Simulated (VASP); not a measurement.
A run of VASP 6.6.1 is set up as follows.

File INCAR:

```
PREC     = Accurate       # precision mode
ENCUT    = 520            # plane-wave cutoff, eV
EDIFF    = 1E-8           # SCF threshold, eV
ISMEAR   = -1             # smearing method
SIGMA    = 0.05           # smearing width, eV
LREAL    = False          # projectors in reciprocal space
LASPH    = True           # aspherical terms in the spheres
NELM     = 150            # most SCF steps
ALGO     = Normal         # electronic algorithm
ISIF     = 2              # what is computed and relaxed
LWAVE    = False          # write WAVECAR
LCHARG   = False          # write CHGCAR
ISPIN    = 2              # spin polarisation
MAGMOM   = 4 0            # initial moments
LORBIT   = 11             # projections on sites
LMAXMIX  = 4              # l up to which the mixer works
GGA      = PS             # functional
LEFG     = True         
NBANDS   = 20             # bands
```

KPOINTS

```
regular mesh
0
Gamma
  10 10 10
```

POSCAR

```
MnS
1.0
    0.0000000000      2.8000000000      2.8000000000
    2.8000000000      0.0000000000      2.8000000000
    2.8000000000      2.8000000000      0.0000000000
Mn S
1 1
Direct
    0.0000000000      0.0000000000      0.0000000000
    0.7500000000      0.7500000000      0.7500000000
```

Potentials or basis: VASP PAW PBE potentials, release 64 (Mn_pv, S).

Run with:

```bash
$ cat potpaw_PBE.64/Mn_pv/POTCAR potpaw_PBE.64/S/POTCAR > POTCAR
$ mpirun -np 1 vasp_std > vasp.out
```

(1) Predict the pressure.

(2) What does it give for the site moments?

Answers

(1) -2.1 GPa.

(2) Mn +4.30; S +0.08 μB.

Caveat: without QUAD_EFG the Cq values of the log hold for a quadrupole moment of 1 mb, not for the nuclei; the PAW data sets were made with another functional, which shifts forces and pressure a little; a cell with one magnetic atom can't hold antiferromagnetic order, which such compounds often take.
